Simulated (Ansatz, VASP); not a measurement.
## C in VASP and in Ansatz

File INCAR:

```
SYSTEM = C
PREC = Accurate
ENCUT = 600
EDIFF = 1E-6
ISMEAR = 0
SIGMA = 0.1
LREAL = .False.
LASPH = .True.
NELM = 200
ALGO = Normal
ISIF = 2
LWAVE = .False.
LCHARG = .False.
ISPIN = 2
MAGMOM = 1 1 1 1 1 1
LORBIT = 11
GGA = PE
NBANDS = 25
GGA_COMPAT = .False.
```

The input KPOINTS:

```
Automatic mesh
0
Gamma
  8 8 4
  0 0 0
```

POSCAR

```
C
1.0
    1.5353330500     -1.8762272500      0.0000000000
    1.5353330500      1.8762272500      0.0000000000
    0.0000000000      0.0000000000      4.6349994900
C
6
Direct
    0.2078974700      0.7921025300      0.6677314300
    0.7921025300      0.2078974700      0.6677314300
    0.7921025300      0.2078974700      0.3322685700
    0.2078974700      0.7921025300      0.3322685700
    0.2921958800      0.7078041200      0.0000000000
    0.7078041200      0.2921958800      0.0000000000
```

Input for Ansatz:

```yaml
crystal:
  lattice:
    - [1.53533305, -1.87622725, 0.0]
    - [1.53533305, 1.87622725, 0.0]
    - [0.0, 0.0, 4.63499949]
  atoms:
    - { symbol: C, position: [0.20789747, 0.79210253, 0.66773143], spin: 1.0 }
    - { symbol: C, position: [0.79210253, 0.20789747, 0.66773143], spin: 1.0 }
    - { symbol: C, position: [0.79210253, 0.20789747, 0.33226857], spin: 1.0 }
    - { symbol: C, position: [0.20789747, 0.79210253, 0.33226857], spin: 1.0 }
    - { symbol: C, position: [0.29219588, 0.70780412, 0.0], spin: 1.0 }
    - { symbol: C, position: [0.70780412, 0.29219588, 0.0], spin: 1.0 }
basis:
  ecutwfc: 420
kpoints:
  mp_grid: { grid: [8, 8, 4] }
hamiltonian:
  xc: pbe
scf:
  occupations: { method: gaussian, width: 0.1 }
  lower_state_search: "off"
output:
  forces: true
  stress: true
  eigenvalues: true
  populations: true
magnetization:
  spin_polarized: true
```

Alike in both runs: task single point; functional PBE; k mesh 8 × 8 × 4; occupations gaussian, width 0.1 eV; collinear spin.

```csv
,VASP,Ansatz
version,VASP 6.6.1,Ansatz 0.2.0
potentials or method,"VASP PAW PBE potentials, release 64 (C), cutoff 600 eV","scalar-relativistic, plane waves, PAW"
valence electrons in the cell,24,24
```

Ansatz gave:

| Property | Result |
| --- | --- |
| gap on the k mesh at the Fermi level (eV) | none |
| rms of the force components (eV/Å) | 2.134 |
| net moment per atom (μB) | 0.00 |

Question: Which values does VASP return?

Answer: gap on the k mesh at the Fermi level (eV): none; rms of the force components (eV/Å): 2.127; net moment per atom (μB): 0.00.

Atom by atom the forces differ by 0.009 eV/Å (rms over components). A gap of «none» marks a metal or a gap that the smearing closes. The functional is the same, so the differences come from potentials, cutoffs and numerics. Ansatz's warnings: seeded moment not kept.
